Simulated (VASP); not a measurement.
# Sn (P6_3/mmc) in VASP: notebook, part 2 of 2

VASP 6.6.1.

## (3) Single point, PBE

This run uses another cell than the first one, of 35.41 Å³/atom, 1.008 times its volume.

Input file INCAR:

```
SYSTEM = Sn
PREC     = Accurate       ! precision mode
ENCUT    = 520            ! plane-wave cutoff, eV
EDIFF    = 1E-7           ! SCF threshold, eV
ISMEAR   = -1             ! smearing method
SIGMA    = 0.02           ! smearing width, eV
LREAL    = .False.        ! projectors in reciprocal space
LASPH    = .True.         ! aspherical terms in the spheres
NELM     = 80             ! most SCF steps
ALGO     = Normal         ! electronic algorithm
ISIF     = 2              ! what is computed and relaxed
LWAVE    = .False.        ! write WAVECAR
LCHARG   = .True.         ! write CHGCAR
GGA      = PE             ! functional
LELF     = .True.         ! ELF
LVHAR    = .True.       
NBANDS   = 36             ! bands
```

Input file KPOINTS:

```
Automatic mesh
0
Gamma
  6 6 4
  0 0 0
```

Input file POSCAR:

```
Sn
1.0
    4.6349415781      0.0000000000      0.0000000000
   -2.3174707890      4.0139771517      0.0000000000
    0.0000000000      0.0000000000      7.6138918648
Sn
4
Direct
    0.3333333333      0.6666666667      0.0002405550
    0.6666666667      0.3333333333      0.5002405550
    0.3333333333      0.6666666667      0.3747594450
    0.6666666667      0.3333333333      0.8747594450
```

Potentials or basis: VASP PAW PBE potentials, release 64 (Sn_d).

The run is started by

```console
> cat potpaw_PBE.64/Sn_d/POTCAR > POTCAR
> mpirun -np 1 vasp_std > vasp.out
```

OUTCAR:

```text
SYSTEM = Sn
   PREC = Accurate
   ENCUT = 520
   EDIFF = 1E-7
   ISMEAR = -1
   LREAL = .False.
   LASPH = .True.
   NELM = 80
   ISIF = 2
   GGA = PE

 ion  position               nearest neighbor table
   1  0.333  0.667  0.000-   4 2.84   4 2.84   4 2.84   3 2.85
   2  0.667  0.333  0.500-   3 2.84   3 2.84   3 2.84   4 2.85
   3  0.333  0.667  0.375-   2 2.84   2 2.84   2 2.84   1 2.85
   4  0.667  0.333  0.875-   1 2.84   1 2.84   1 2.84   2 2.85

  LATTYP: Found a hexagonal cell.
 ALAT       =     4.6349415781
 C/A-ratio  =     1.6427158221

  Lattice vectors:

 A1 = (   4.6349415781,   0.0000000000,   0.0000000000)
 A2 = (  -2.3174707890,   4.0139771517,   0.0000000000)
 A3 = (   0.0000000000,   0.0000000000,   7.6138918648)

Analysis of symmetry for initial positions (statically):
=====================================================================
 Subroutine PRICEL returns:
 Original cell was already a primitive cell.

 Routine SETGRP: Setting up the symmetry group for a
 hexagonal supercell.

 Subroutine GETGRP returns: Found 24 space group operations
 (whereof  6 operations were pure point group operations)
 out of a pool of 24 trial point group operations.
[... 164 lines left out ...]

 E-fermi :   5.2114     XC(G=0):  -8.7106

 val. band max:        5.1850895427   @ k =   0.0000   0.0000   0.2500
 cond. band min:       5.2757014523   @ k =   0.0000   0.0000   0.0000
 fundamental gap:      0.0906119096
 Fermi energy:         5.2113747116

 k-point     1 :       0.0000    0.0000    0.0000
  band No.  band energies     occupation
      1     -16.3881      2.00000
      2     -16.3881      2.00000
      3     -16.3429      2.00000
      4     -16.3381      2.00000
      5     -16.3381      2.00000
      6     -16.3212      2.00000
[... 808 lines left out ...]
     35      10.4531      0.00000
     36      10.4531      0.00000

------------------------ aborting loop because EDIFF is reached ----------------------------------------

  FORCE on cell =-STRESS in cart. coord.  units (eV):
  Direction    XX          YY          ZZ          XY          YZ          ZX
  --------------------------------------------------------------------------------------
  -------------------------------------------------------------------------------------
  Total        1.4132490      1.4132490      1.1549315      0.0000000      0.0000000      0.0000000
  in kB       15.9846599     15.9846599     13.0629405      0.0000000      0.0000000      0.0000000
  external PRESSURE =      15.0107535 kB  Pullay stress =       0.0000000 kB

 VOLUME and BASIS-vectors are now :
 -----------------------------------------------------------------------------
  energy-cutoff  :      520.00
  volume of cell :      141.65
      direct lattice vectors                 reciprocal lattice vectors
     4.634941578  0.000000000  0.000000000     0.215752450  0.124564735  0.000000000
    -2.317470789  4.013977152  0.000000000     0.000000000  0.249129470  0.000000000
     0.000000000  0.000000000  7.613891865     0.000000000  0.000000000  0.131338876

 POSITION                                       TOTAL-FORCE (eV/Angst)
 -----------------------------------------------------------------------------------
     -0.00000      2.67598      0.00183        -0.000000      0.000000     -0.045518
      2.31747      1.33799      3.80878         0.000000     -0.000000     -0.045518
     -0.00000      2.67598      2.85338        -0.000000      0.000000      0.045518
      2.31747      1.33799      6.66032         0.000000     -0.000000      0.045518
 -----------------------------------------------------------------------------------
    total drift:                               -0.000000      0.000000      0.000000

  FREE ENERGIE OF THE ION-ELECTRON SYSTEM (eV)
  ---------------------------------------------------
  free  energy   TOTEN  =       -15.2728594226 eV

  energy  without entropy=      -15.2720474388  energy(sigma->0) =      -15.27245343
```

OSZICAR:

```text
N       E                     dE             d eps       ncg     rms          rms(c)
DAV:   1     0.552957478484E+03    0.55296E+03   -0.28800E+04  1532   0.223E+03
DAV:   2     0.624655744203E+02   -0.49049E+03   -0.48293E+03  1512   0.567E+02
DAV:   3    -0.118322533004E+02   -0.74298E+02   -0.73384E+02  1744   0.196E+02
DAV:   4    -0.152814751455E+02   -0.34492E+01   -0.34411E+01  1720   0.473E+01
DAV:   5    -0.153805720681E+02   -0.99097E-01   -0.99086E-01  1896   0.811E+00    0.433E+00
DAV:   6    -0.153054940186E+02    0.75078E-01   -0.69448E-02  2016   0.233E+00    0.256E+00
DAV:   7    -0.152680042496E+02    0.37490E-01   -0.97037E-02  1640   0.264E+00    0.233E-01
DAV:   8    -0.152722053415E+02   -0.42011E-02   -0.15275E-02  1676   0.121E+00    0.637E-02
DAV:   9    -0.152725555163E+02   -0.35017E-03   -0.79651E-04  2068   0.243E-01    0.393E-02
DAV:  10    -0.152728445373E+02   -0.28902E-03   -0.50995E-04  1624   0.115E-01    0.110E-02
DAV:  11    -0.152728525709E+02   -0.80336E-05   -0.12998E-05  2072   0.225E-02    0.551E-03
DAV:  12    -0.152728594836E+02   -0.69127E-05   -0.13884E-05  1608   0.221E-02    0.321E-03
DAV:  13    -0.152728594226E+02    0.60965E-07   -0.65053E-07  1988   0.934E-03
   1 F= -.15272859E+02 E0= -.15272453E+02  d E =-.811984E-03
```

Run time: 74 s. Hardware: 1 thread of Intel Xeon Platinum 8488C (Sapphire Rapids), shared host; peak memory 0.29 GiB.

Results:

```
Free energy            : -15.2729 eV
Pressure               : 1.5 GPa
Largest force          : 0.046 eV/Å
Band gap on the k mesh : zero (band 28 reaches 5.28 eV, above the bottom of band 29 at 5.19 eV)
```

Forces on the atoms (eV/Å):
```
Sn   0.000  0.000 -0.046
Sn   0.000  0.000 -0.046
Sn   0.000  0.000  0.046
Sn   0.000  0.000  0.046
```

Stress tensor (GPa, compression positive):
```
1.60 0.00 0.00
0.00 1.60 0.00
0.00 0.00 1.31
```

Caveat: spin-orbit coupling is left out, which moves the levels of the heavy elements.

## (4) Single point, PBE (epitaxial xy strain +0.5%)

Input file INCAR:

```
PREC = Accurate
ENCUT = 520
EDIFF = 1E-6
ISMEAR = -1
SIGMA = 0.02
LREAL = F
LASPH = T
NELM = 60
ALGO = Normal
ISIF = 2
LWAVE = F
LCHARG = F
GGA = PE
NBANDS = 36
```

Input file KPOINTS:

```
Automatic mesh
0
Gamma
  6 6 4
```

Input file POSCAR:

```
Sn
1.0
    4.6581162860      0.0000000000      0.0000000000
   -2.3290581430      4.0340470374      0.0000000000
    0.0000000000      0.0000000000      7.5948571352
Sn
4
Direct
    0.3333333333      0.6666666667     -0.0004822800
    0.6666666667      0.3333333333      0.4995177200
    0.3333333333      0.6666666667      0.3754822800
    0.6666666667      0.3333333333      0.8754822800
```

The run is started by

```console
> cat potpaw_PBE.64/Sn_d/POTCAR > POTCAR
> mpirun -np 1 vasp_std > vasp.out
```

It took 67 s on 1 thread of Intel Xeon Platinum 8488C (Sapphire Rapids), shared host; peak memory 0.28 GiB.

The run converged. Its results:

* Free energy: -15.2835 eV
* Pressure: 1.2 GPa
* Largest force: 0.035 eV/Å
* Band gap on the k mesh: zero (band 28 reaches 5.24 eV, above the bottom of band 29 at 5.08 eV)

Forces on the atoms (eV/Å):
```
Sn   0.000  0.000 -0.035
Sn   0.000  0.000 -0.035
Sn   0.000  0.000  0.035
Sn   0.000  0.000  0.035
```

Stress tensor (GPa, compression positive):
```
1.17 0.00 0.00
0.00 1.17 0.00
0.00 0.00 1.27
```

Levels at points of the mesh, in eV from the Fermi level:
| k point | band 24 | band 25 | band 26 | band 27 | band 28 | band 29 | band 30 | band 31 | band 32 | band 33 |
| --- | --- | --- | --- | --- | --- | --- | --- | --- | --- | --- |
| (0.00, 0.00, 0.00) | -1.03 | -1.03 | -0.77 | -0.24 | 0.14 | 0.27 | 0.27 | 2.06 | 2.06 | 2.49 |
| (0.50, 0.00, 0.00) | -5.51 | -3.30 | -2.24 | -1.90 | -0.97 | 0.73 | 1.31 | 3.32 | 3.32 | 3.76 |
| (0.00, 0.00, 0.50) | -3.90 | -0.52 | -0.52 | -0.52 | -0.52 | 0.38 | 0.38 | 2.96 | 2.96 | 2.96 |
| (0.50, 0.00, 0.50) | -6.35 | -1.79 | -1.79 | -1.72 | -1.72 | 0.61 | 0.61 | 2.09 | 2.09 | 5.14 |

Caveat: the cell differs from its parent crystal (epitaxial xy strain +0.5%); spin-orbit coupling is left out, which moves the levels of the heavy elements.

## (5) Single point, PBE (strain +1.0%)

Input file INCAR:

```
SYSTEM = Sn
ALGO     = Normal         ! electronic algorithm
EDIFF    = 1E-6           ! SCF threshold, eV
ENCUT    = 520            ! plane-wave cutoff, eV
GGA      = PE             ! functional
ISIF     = 2              ! what is computed and relaxed
ISMEAR   = -1             ! smearing method
LASPH    = .True.         ! aspherical terms in the spheres
LCHARG   = .True.         ! write CHGCAR
LELF     = .True.         ! ELF
LREAL    = .False.        ! projectors in reciprocal space
LVHAR    = .True.       
LWAVE    = .False.        ! write WAVECAR
NBANDS   = 36             ! bands
NELM     = 60             ! most SCF steps
PREC     = Accurate       ! precision mode
SIGMA    = 0.02           ! smearing width, eV
```

Input file KPOINTS:

```
k-points
0
Gamma
  6 6 4
  0 0 0
```

Input file POSCAR:

```
Sn
1.0
    4.6812909939      0.0000000000      0.0000000000
   -2.3406454969      4.0541169232      0.0000000000
    0.0000000000      0.0000000000      7.6900307835
Sn
4
Direct
    0.3333333333      0.6666666667      0.0001287801
    0.6666666667      0.3333333333      0.5001287801
    0.3333333333      0.6666666667      0.3748712199
    0.6666666667      0.3333333333      0.8748712199
```

The run is started by

```console
> cat potpaw_PBE.64/Sn_d/POTCAR > POTCAR
> mpirun -np 1 vasp_std > vasp.out
```

It took 69 s on 1 thread of Intel Xeon Platinum 8488C (Sapphire Rapids), shared host; peak memory 0.28 GiB.

Results (log left out):

```yaml
Free_energy: -15.2979 eV
Pressure: 0.3 GPa
Largest_force: 0.042 eV/Å
Band_gap_on_the_k_mesh: zero (band 28 reaches 4.99 eV, above the bottom of band 29 at 4.88 eV)
```

Forces in eV/Å, atoms in the order of the input:
```
Sn   0.000  0.000 -0.042
Sn   0.000  0.000 -0.042
Sn   0.000  0.000  0.042
Sn   0.000  0.000  0.042
```

Stress tensor (GPa, compression positive):
```
0.42 0.00 0.00
0.00 0.42 0.00
0.00 0.00 0.06
```

Levels at points of the mesh, in eV from the Fermi level:
| k point | band 25 | band 26 | band 27 | band 28 | band 29 | band 30 | band 31 | band 32 |
| --- | --- | --- | --- | --- | --- | --- | --- | --- |
| (0.00, 0.00, 0.00) | -0.99 | -0.96 | -0.22 | 0.08 | 0.25 | 0.25 | 2.06 | 2.06 |
| (0.50, 0.00, 0.00) | -3.23 | -2.18 | -1.86 | -0.95 | 0.75 | 1.22 | 3.25 | 3.28 |
| (0.00, 0.00, 0.50) | -0.50 | -0.50 | -0.50 | -0.50 | 0.36 | 0.36 | 2.93 | 2.93 |
| (0.50, 0.00, 0.50) | -1.79 | -1.79 | -1.67 | -1.67 | 0.57 | 0.57 | 2.08 | 2.08 |

Caveat: the cell differs from its parent crystal (strain +1.0%); spin-orbit coupling is left out, which moves the levels of the heavy elements.

## (6) Summary

| cell | gap on the mesh (eV) | pressure (GPa) | largest force (eV/Å) |
| --- | --- | --- | --- |
| a = 4.612, b = 4.612, c = 7.633 Å, angles 90.0, 90.0, 120.0°, 4 atoms | 0.02 | 1.8 | 0.02 |
| a = 4.635, b = 4.635, c = 7.614 Å, angles 90.0, 90.0, 120.0°, 4 atoms | none | 1.5 | 0.05 |
| a = 4.658, b = 4.658, c = 7.595 Å, angles 90.0, 90.0, 120.0°, 4 atoms | none | 1.2 | 0.04 |
| a = 4.681, b = 4.681, c = 7.690 Å, angles 90.0, 90.0, 120.0°, 4 atoms | none | 0.3 | 0.04 |

Alike in all rows: task single point; level PBE; potentials or basis VASP PAW PBE potentials, release 64 (Sn_d); no spin polarisation; k mesh 6 × 6 × 4; cutoff (eV) 520; smearing fermi-dirac 0.02 eV.

Caveats: spin-orbit coupling is left out, which moves the levels of the heavy elements.

Total energies depend on the potentials used, so only differences within one code and one set of settings carry meaning.
